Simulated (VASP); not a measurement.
# TaTi3 (Pm-3m) in VASP: a series of runs

The runs below take TaTi3 through single point, with LDA.

Program: VASP 6.6.1. These are calculated values, not measurements. Logs are shortened: lines on timing, memory, paths and dates and some standing lists are left out, and cuts for length are marked.

## (1) The cell of the first run

Symmetry: Pm-3m, No. 221, cubic system. The conventional cell has a = 4.133 Å, b = 4.133 Å, c = 4.133 Å, α = 90.00°, β = 90.00°, γ = 90.00°. Ti (site symmetry 4/mmm) has 8 Ti at 2.92 Å and 4 Ta at 2.92 Å within 3.8 Å. Within 3.8 Å of Ta (site symmetry m-3m) lie 12 Ti at 2.92 Å.

## (2) Single point, LDA

File INCAR:

```
SYSTEM = TaTi3
PREC     = Accurate       ! precision mode
ENCUT    = 520            ! plane-wave cutoff, eV
EDIFF    = 1E-7           ! SCF threshold, eV
ISMEAR   = -1             ! smearing method
SIGMA    = 0.15           ! smearing width, eV
LREAL    = .FALSE.        ! projectors in reciprocal space
LASPH    = .TRUE.         ! aspherical terms in the spheres
NELM     = 100            ! most SCF steps
ALGO     = Normal         ! electronic algorithm
ISIF     = 2              ! what is computed and relaxed
LWAVE    = .FALSE.        ! write WAVECAR
LCHARG   = .FALSE.        ! write CHGCAR
GGA      = CA             ! functional
NBANDS   = 32             ! bands
```

File KPOINTS:

```
regular mesh
0
G
  6 6 6
  0 0 0
```

File POSCAR:

```
TaTi3
1.0
    4.1330540000      0.0000000000      0.0000000000
    0.0000000000      4.1330540000      0.0000000000
    0.0000000000      0.0000000000      4.1330540000
Ti Ta
3 1
Direct
    0.0000000000      0.5000000000      0.5000000000
    0.5000000000      0.0000000000      0.5000000000
    0.5000000000      0.5000000000      0.0000000000
    0.0000000000      0.0000000000      0.0000000000
```

Potentials or basis: VASP PAW LDA potentials, release 64 (Ti_sv, Ta_pv).

Run with:

```bash
cat potpaw_LDA.64/Ti_sv/POTCAR potpaw_LDA.64/Ta_pv/POTCAR > POTCAR
mpirun -np 1 vasp_std > vasp.out
```

OUTCAR:

```text
SYSTEM = TaTi3
   PREC = Accurate
   ENCUT = 520
   EDIFF = 1E-7
   ISMEAR = -1
   LREAL = .FALSE.
   LASPH = .TRUE.
   NELM = 100
   ISIF = 2
   GGA = CA

 ion  position               nearest neighbor table
   1  0.000  0.500  0.500-   4 2.92   4 2.92   4 2.92   4 2.92
   2  0.500  0.000  0.500-   4 2.92   4 2.92   4 2.92   4 2.92
   3  0.500  0.500  0.000-   4 2.92   4 2.92   4 2.92   4 2.92
   4  0.000  0.000  0.000-   1 2.92   2 2.92   3 2.92   1 2.92   2 2.92   1 2.92   3 2.92   1 2.92
                             2 2.92   3 2.92   2 2.92   3 2.92

  LATTYP: Found a simple cubic cell.
 ALAT       =     4.1330540000

  Lattice vectors:

 A1 = (   4.1330540000,   0.0000000000,   0.0000000000)
 A2 = (   0.0000000000,   4.1330540000,   0.0000000000)
 A3 = (   0.0000000000,   0.0000000000,   4.1330540000)

Analysis of symmetry for initial positions (statically):
=====================================================================
 Subroutine PRICEL returns:
 Original cell was already a primitive cell.

 Routine SETGRP: Setting up the symmetry group for a
 simple cubic supercell.

 Subroutine GETGRP returns: Found 48 space group operations
 (whereof 48 operations were pure point group operations)
 out of a pool of 48 trial point group operations.

The static configuration has the point symmetry O_h .

Analysis of symmetry for dynamics (positions and initial velocities):
=====================================================================
 Subroutine PRICEL returns:
 Original cell was already a primitive cell.

 Routine SETGRP: Setting up the symmetry group for a
 simple cubic supercell.

 Subroutine GETGRP returns: Found 48 space group operations
 (whereof 48 operations were pure point group operations)
 out of a pool of 48 trial point group operations.

The dynamic configuration has the point symmetry O_h .

 Subroutine INISYM returns: Found 48 space group operations
 (whereof 48 operations are pure point group operations),
 and found     1 'primitive' translations

----------------------------------------------------------------------------------------

                                     Primitive cell

  volume of cell :      70.6014

  direct lattice vectors                    reciprocal lattice vectors
     4.133054000  0.000000000  0.000000000     0.241951835  0.000000000  0.000000000
     0.000000000  4.133054000  0.000000000     0.000000000  0.241951835  0.000000000
     0.000000000  0.000000000  4.133054000     0.000000000  0.000000000  0.241951835

  length of vectors
     4.133054000  4.133054000  4.133054000     0.241951835  0.241951835  0.241951835

  position of ions in fractional coordinates (direct lattice)
     0.000000000  0.500000000  0.500000000
     0.500000000  0.000000000  0.500000000
     0.500000000  0.500000000  0.000000000
     0.000000000  0.000000000  0.000000000

  ion indices of the primitive-cell ions
   primitive index   ion index
                 1           1
                 2           2
                 3           3
                 4           4

----------------------------------------------------------------------------------------

 KPOINTS: regular mesh

Automatic generation of k-mesh.
 Grid dimensions read from file:
 generate k-points for:    6    6    6

 Generating k-lattice:

  Cartesian coordinates                     Fractional coordinates (reciprocal lattice)
     0.040325306  0.000000000  0.000000000     0.166666667  0.000000000  0.000000000
     0.000000000  0.040325306  0.000000000     0.000000000  0.166666667  0.000000000
     0.000000000  0.000000000  0.040325306     0.000000000  0.000000000  0.166666667

  Length of vectors
     0.040325306  0.040325306  0.040325306

  Shift w.r.t. Gamma in fractional coordinates (k-lattice)
     0.000000000  0.000000000  0.000000000

 Subroutine IBZKPT returns following result:
 ===========================================

 Found     20 irreducible k-points:

 Following reciprocal coordinates:
            Coordinates               Weight
  0.000000  0.000000  0.000000      1.000000
  0.166667  0.000000  0.000000      6.000000
  0.333333  0.000000  0.000000      6.000000
  0.500000  0.000000  0.000000      3.000000
  0.166667  0.166667  0.000000     12.000000
  0.333333  0.166667  0.000000     24.000000
[... 12 lines left out ...]
  0.500000  0.500000  0.333333      6.000000
  0.500000  0.500000  0.500000      1.000000
   k-points           NKPTS =     20   k-points in BZ     NKDIM =     20   number of bands    NBANDS=     32
   number of dos      NEDOS =    301   number of ions     NIONS =      4
   total plane-waves  NPLWV =  32768
   dimension x,y,z NGX =    32 NGY =   32 NGZ =   32
   dimension x,y,z NGXF=    64 NGYF=   64 NGZF=   64
   ions per type =               3   1
   NGX,Y,Z   is equivalent  to a cutoff of  12.87, 12.87, 12.87 a.u.
   NGXF,Y,Z  is equivalent  to a cutoff of  25.74, 25.74, 25.74 a.u.
 SYSTEM =  TaTi3
   PREC   = accura    normal or accurate (medium, high low for compatibility)
   ISTART =      0    job   : 0-new  1-cont  2-samecut
   ICHARG =      2    charge: 1-file 2-atom 10-const
   ISPIN  =      1    spin polarized calculation?
   LNONCOLLINEAR =      F non collinear calculations
   LSORBIT =      F    spin-orbit coupling
   LASPH  =      T    aspherical Exc in radial PAW
   ENCUT  =  520.0 eV  38.22 Ry    6.18 a.u.   7.68  7.68  7.68*2*pi/ulx,y,z
   NELM   =    100;   NELMIN=  2; NELMDL= -5     # of ELM steps
   EDIFF  = 0.1E-06   stopping-criterion for ELM
   LREAL  =      F    real-space projection
   EDIFFG = 0.1E-05   stopping-criterion for IOM
   NSW    =      0    number of steps for IOM
   IBRION =     -1    ionic relax: 0-MD 1-quasi-New 2-CG
   NFREE  =      0    steps in history (QN), initial steepest desc. (CG)
   ISIF   =      2    stress and relaxation
   ISYM   =      2    0-nonsym 1-usesym 2-fastsym
   POTIM  = 0.5000    time-step for ionic-motion
   TEBEG  =    0.0;   TEEND  =   0.0 temperature during run
   PSTRESS=    0.0 pullay stress
   NELECT =      47.0000    total number of electrons
   NUPDOWN=      -1.0000    fix difference up-down
   EMIN   =  10.00;   EMAX   =-10.00  energy-range for DOS
   EFERMI =   0.00;   METHOD = LEGACY
   ISMEAR =    -1;   SIGMA  =   0.15  broadening in eV -4-tet -1-fermi 0-gaus
   EFERMI_NEDOS =   21; number of points for ismear=-14 and -15
   IALGO  =     38    algorithm
   IMIX   =      4    mixing-type and parameters
     AMIX     =   0.40;   BMIX     =  1.00
     AMIX_MAG =   1.60;   BMIX_MAG =  1.00
  volume/ion in A,a.u.               =      17.65       119.11
  Fermi-wavevector in a.u.,A,eV,Ry     =   1.429452  2.701273 27.801250  2.043334
  Thomas-Fermi vector in A             =   2.549404
   LORBIT       =      0    0 simple, 1 ext, 2 COOP (PROOUT), +10 PAW based schemes
   GGA     = CA    functional components
   LHFCALC =     F    Hartree Fock is set to
   AEXX    =    0.0000 exact exchange contribution
   IVDW    =     0    specifies the selected vdW correction
   LEPSILON=     F    determine dielectric tensor
   LRPA    =     F    only Hartree local field effects (RPA)
 non-spin polarized calculation
  energy-cutoff  :      520.00
  volume of cell :       70.60
 maximum number of plane-waves:      1935
 NGX is ok and might be reduce to    32
   NGX = 15   NGY = 15   NGZ = 15

 number of electron      47.0000007 magnetization

 Free energy of the ion-electron system (eV)
  ---------------------------------------------------
  ext. energy  EPLUGINS =         0.00000000
  ---------------------------------------------------
  free energy    TOTEN  =       -38.19155843 eV

  energy without entropy =      -37.71617582  energy(sigma->0) =      -37.95386712

 E-fermi :   7.3512     XC(G=0): -12.0228

 val. band max:        7.3468162051   @ k =   0.3333   0.3333   0.1667
 cond. band min:       7.4529533390   @ k =   0.3333   0.3333   0.0000
 fundamental gap:      0.1061371340
 Fermi energy:         7.3511664979

 k-point     1 :       0.0000    0.0000    0.0000
  band No.  band energies     occupation
      1     -48.6616      2.00000
      2     -48.5407      2.00000
      3     -48.5407      2.00000
      4     -26.5426      2.00000
      5     -26.5426      2.00000
      6     -26.5426      2.00000
[... 24 lines left out ...]
     31      10.7767      0.00000
     32      11.1002      0.00000

 k-point     2 :       0.1667    0.0000    0.0000
  band No.  band energies     occupation
      1     -48.6545      2.00000
      2     -48.5478      2.00000
      3     -48.5406      2.00000
      4     -26.5328      2.00000
      5     -26.5328      2.00000
      6     -26.5291      2.00000
[... 24 lines left out ...]
     31      10.5209      0.00000
     32      11.1433      0.00000

 k-point     3 :       0.3333    0.0000    0.0000
  band No.  band energies     occupation
      1     -48.6362      2.00000
      2     -48.5662      2.00000
      3     -48.5404      2.00000
      4     -26.5129      2.00000
      5     -26.5129      2.00000
      6     -26.5013      2.00000
[... 24 lines left out ...]
     31      10.1175      0.00000
     32      10.2393      0.00000

 k-point     4 :       0.5000    0.0000    0.0000
  band No.  band energies     occupation
      1     -48.6216      2.00000
      2     -48.5809      2.00000
      3     -48.5403      2.00000
      4     -26.5026      2.00000
      5     -26.5026      2.00000
      6     -26.4870      2.00000
[... 514 lines left out ...]
     31       8.3864      0.00201
     32      10.7278      0.00000

 k-point    19 :       0.5000    0.5000    0.3333
  band No.  band energies     occupation
      1     -48.5803      2.00000
      2     -48.5803      2.00000
      3     -48.5802      2.00000
      4     -26.5800      2.00000
      5     -26.5800      2.00000
      6     -26.5657      2.00000
[... 24 lines left out ...]
     31       8.1444      0.01005
     32      10.5982      0.00000

 k-point    20 :       0.5000    0.5000    0.5000
  band No.  band energies     occupation
      1     -48.5801      2.00000
      2     -48.5801      2.00000
      3     -48.5801      2.00000
      4     -26.5945      2.00000
      5     -26.5945      2.00000
      6     -26.5945      2.00000
[... 24 lines left out ...]
     31       8.1574      0.00922
     32      10.8092      0.00000

------------------------ aborting loop because EDIFF is reached ----------------------------------------

  FORCE on cell =-STRESS in cart. coord.  units (eV):
  Direction    XX          YY          ZZ          XY          YZ          ZX
  --------------------------------------------------------------------------------------
  -------------------------------------------------------------------------------------
  Total       -3.9111274     -3.9111274     -3.9111274     -0.0000000     -0.0000000      0.0000000
  in kB      -88.7563236    -88.7563236    -88.7563236     -0.0000000     -0.0000000      0.0000000
  external PRESSURE =     -88.7563236 kB  Pullay stress =       0.0000000 kB

 VOLUME and BASIS-vectors are now :
 -----------------------------------------------------------------------------
  energy-cutoff  :      520.00
  volume of cell :       70.60
      direct lattice vectors                 reciprocal lattice vectors
     4.133054000  0.000000000  0.000000000     0.241951835  0.000000000  0.000000000
     0.000000000  4.133054000  0.000000000     0.000000000  0.241951835  0.000000000
     0.000000000  0.000000000  4.133054000     0.000000000  0.000000000  0.241951835

 POSITION                                       TOTAL-FORCE (eV/Angst)
 -----------------------------------------------------------------------------------
      0.00000      2.06653      2.06653         0.000000      0.000000      0.000000
      2.06653      0.00000      2.06653         0.000000      0.000000      0.000000
      2.06653      2.06653      0.00000         0.000000      0.000000      0.000000
      0.00000      0.00000      0.00000         0.000000      0.000000      0.000000
 -----------------------------------------------------------------------------------
    total drift:                                0.000000     -0.000000     -0.000000

  FREE ENERGIE OF THE ION-ELECTRON SYSTEM (eV)
  ---------------------------------------------------
  free  energy   TOTEN  =       -38.1915584260 eV

  energy  without entropy=      -37.7161758181  energy(sigma->0) =      -37.95386712
```

Wall time 23 s (1 thread of Intel Xeon Platinum 8488C (Sapphire Rapids), shared host); peak memory 0.17 GiB.

Results:

```
Free energy : -38.1916 eV
Pressure    : -8.9 GPa
```

Caveat: spin-orbit coupling is left out, which moves the levels of the heavy elements.

[end of part 1 of 2]
